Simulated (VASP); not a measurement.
BaS:

```xyz
2
Lattice="0.0000 3.1938 3.1938 3.1938 0.0000 3.1938 3.1938 3.1938 0.0000" Properties=species:S:1:pos:R:3 pbc="T T T"
Ba    0.0000    0.0000    0.0000
S     3.1938    3.1938    3.1938
```

* Program: VASP 6.6.1
* Task: relaxation of cell and atoms
* Functional: PBE
* Potentials or basis: VASP PAW PBE potentials, release 64 (Ba_sv, S)
* Cutoff: 500 eV
* k mesh: 5 × 5 × 5
* Occupations: gaussian, width 0.01 eV
* Spin: no spin polarisation

At the start: pressure 1.4 GPa; volume 32.58 Å³/atom.

Where does the relaxation end?

Over 3 steps the energy falls by 4.6 meV/atom and the volume is 33.64 Å³/atom (+3.3 %); space group Fm-3m (No. 225, to 0.05 Å).

Step by step:
| step | energy change (eV) | largest force (eV/Å) | pressure (GPa) | volume (Å³) |
| --- | --- | --- | --- | --- |
| 1 | 0.0000 | 0.0000 | 1.44 | 65.15 |
| 2 | -0.0084 | 0.0000 | -0.40 | 67.94 |
| 3 | -0.0092 | 0.0000 | 0.00 | 67.28 |

Final structure:
```
Ba S
1.0
     0.00000    3.22812    3.22812
     3.22812    0.00000    3.22812
     3.22812    3.22812    0.00000
Ba S
1 1
Direct
  0.00000 0.00000 0.00000
  0.50000 0.50000 0.50000
```
